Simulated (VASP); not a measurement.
Wanted: the native input for a VASP 6.6.1 run.

```
Task                   : single point
Functional             : LDA
Potentials or basis    : VASP PAW LDA potentials, release 64 (Mn_pv, F)
Cutoff                 : 520 eV
k mesh                 : 4 × 4 × 6
Occupations            : gaussian, width 0.05 eV
Spin                   : collinear spin, antiferromagnetic start
Starting moments       : [5.0, -5.0, 0.0, 0.0, 0.0, 0.0] μB
Dipole correction      : no
Further INCAR settings : ALGO = Normal; EDIFF = 1e-06; NBANDS = 40
```

The structure of MnF2 lies in POSCAR:

```
MnF2
1.0
    4.8733996600      0.0000000000      0.0000000000
    0.0000000000      4.8733996600      0.0000000000
    0.0000000000      0.0000000000      3.3098997700
Mn F
2 4
Direct
    0.0000000000      0.0000000000      0.0000000000
    0.5000000000      0.5000000000      0.5000000000
    0.3050000000      0.3050000000      0.0000000000
    0.1950000000      0.8050000000      0.5000000000
    0.6950000000      0.6950000000      0.0000000000
    0.8050000000      0.1950000000      0.5000000000
```

These files were run (other wordings do the same):

INCAR

```
PREC = Accurate
ENCUT = 520
EDIFF = 1E-6
ISMEAR = 0
SIGMA = 0.05
LREAL = False
LASPH = True
NELM = 150
ALGO = Normal
ISIF = 2
LWAVE = False
LCHARG = False
ISPIN = 2
MAGMOM = 5 -5 0 0 0 0
LORBIT = 11
LMAXMIX = 4
GGA = CA
NBANDS = 40
```

KPOINTS

```
Automatic mesh
0
Gamma
  4 4 6
```

Potentials or basis: VASP PAW LDA potentials, release 64 (Mn_pv, F).

Launch:

```sh
$ cat potpaw_LDA.64/Mn_pv/POTCAR potpaw_LDA.64/F/POTCAR > POTCAR
$ mpirun -np 1 vasp_std > vasp.out
```

Results of the run:

The pressure is -7.0 GPa, the largest force is 0.029 eV/Å and the band gap on the k mesh is 1.74 eV (least direct gap 1.82 eV). The net moment is 0.00 μB per cell and the site moments are Mn +4.48, -4.48; F -0.03, +0.03 (each value once) μB. The valence electrons inside the program's atomic spheres are Mn 11.28; F 6.06.

Caveat: the cell stands under tension.

It took 110 s on 1 thread of Intel(R) Xeon(R) Platinum 8259CL CPU @ 2.50GHz (Skylake/Cascade Lake), with other jobs on the host, peak memory 0.23 GiB.
